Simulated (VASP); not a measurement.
KF, 2 atoms in the cell. Symmetry: Fm-3m, No. 225, cubic system. Conventional cell: a = 5.309 Å, b = 5.309 Å, c = 5.309 Å, α = 90.00°, β = 90.00°, γ = 90.00°. Within 3.5 Å of K (site symmetry m-3m) lie 6 F at 2.65 Å. Within 3.5 Å of F (site symmetry m-3m) lie 6 K at 2.65 Å. 

```yaml
Program: VASP 6.6.1
Task: single point
Functional: PBE
Potentials_or_basis: VASP PAW PBE potentials, release 64 (K_sv, F)
Cutoff: 600 eV
k_mesh: 8 × 8 × 8
Occupations: methfessel-paxton, width 0.136057 eV
Spin: no spin polarisation
Hubbard_terms: F p U = 1.8 eV
Dipole_correction: no
Further_INCAR_settings: ALGO = Normal; EDIFF = 1e-06; NBANDS = 15
```

Potentials or basis: VASP PAW PBE potentials, release 64 (K_sv, F).

The run is started by

```sh
$ cat potpaw_PBE.64/K_sv/POTCAR potpaw_PBE.64/F/POTCAR > POTCAR
$ mpirun -np 1 vasp_std > vasp.out
```

Hardware: 1 thread of Intel(R) Xeon(R) Platinum 8259CL CPU @ 2.50GHz (Skylake/Cascade Lake) (shared host).

Task: Estimate the wall time of this run.

Result: It took 18 s on 1 thread of Intel(R) Xeon(R) Platinum 8259CL CPU @ 2.50GHz (Skylake/Cascade Lake), with other jobs on the host, peak memory 0.17 GiB. Counts: scf iterations 13, k points 29.
